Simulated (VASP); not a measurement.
Set up this calculation in VASP 6.6.1, as the native input.

```
Task                   : relaxation of cell and atoms
Functional             : PBE
Potentials or basis    : VASP PAW PBE potentials, release 64 (Ti_sv, O)
Cutoff                 : 600 eV
k mesh                 : 6 × 6 × 6
Occupations            : gaussian, width 0.01 eV
Spin                   : no spin polarisation
Target pressure        : 8 GPa
Dipole correction      : no
Further INCAR settings : ALGO = Normal; EDIFF = 1e-06; IBRION = 2; EDIFFG = -0.01; NSW = 80; ISIF = 3
```

The structure of TiO2 lies in POSCAR:

```
TiO2
1.0
   -1.8921000000      1.8921000000      4.7573000000
    1.8921000000     -1.8921000000      4.7573000000
    1.8921000000      1.8921000000     -4.7573000000
Ti O
2 4
Direct
    0.0000000000      0.0000000000      0.0000000000
    0.7500000000      0.2500000000      0.5000000000
    0.2081000000      0.2081000000      0.0000000000
    0.9581000000      0.4581000000      0.5000000000
    0.5419000000      0.0419000000      0.5000000000
    0.7919000000      0.7919000000      0.0000000000
```

These files were run (other wordings do the same):

INCAR

```
SYSTEM = TiO2
ALGO = Normal
EDIFF = 1E-6
EDIFFG = -0.01
ENCUT = 600
GGA = PE
IBRION = 2
ISIF = 3
ISMEAR = 0
LASPH = .True.
LCHARG = .False.
LREAL = .False.
LWAVE = .False.
NELM = 100
NSW = 80
PREC = Accurate
PSTRESS = 80.0
SIGMA = 0.01
```

KPOINTS

```
k-points
0
Gamma
  6 6 6
  0 0 0
```

Potentials or basis: VASP PAW PBE potentials, release 64 (Ti_sv, O).

The run is started by

```bash
$ cat potpaw_PBE.64/Ti_sv/POTCAR potpaw_PBE.64/O/POTCAR > POTCAR
$ mpirun -np 1 vasp_std > vasp.out
```

It gave:

```
Relaxed volume                                             : 11.18 Å³/atom
Relaxed cell                                               : a = 5.407 Å, b = 5.407 Å, c = 5.407 Å, α = 139.11°, β = 139.11°, γ = 59.21°
Space group after relaxing (to 0.1 Å)                      : I4_1/amd (No. 141)
Energy change on relaxing (the run minimises the enthalpy) : +6.7 meV/atom
Ionic steps                                                : 11
Pressure after relaxing                                    : 8.0 GPa
Largest force after relaxing                               : 0.006 eV/Å
Band gap on the k mesh                                     : 2.08 eV (least direct gap 2.47 eV)
```

Caveat: the cell is relaxed towards a set pressure, so the run minimises the enthalpy, not the energy.

It took 6.6 min on 1 thread of Intel(R) Xeon(R) 6975P-C (Granite Rapids) (shared host), peak memory 0.35 GiB.
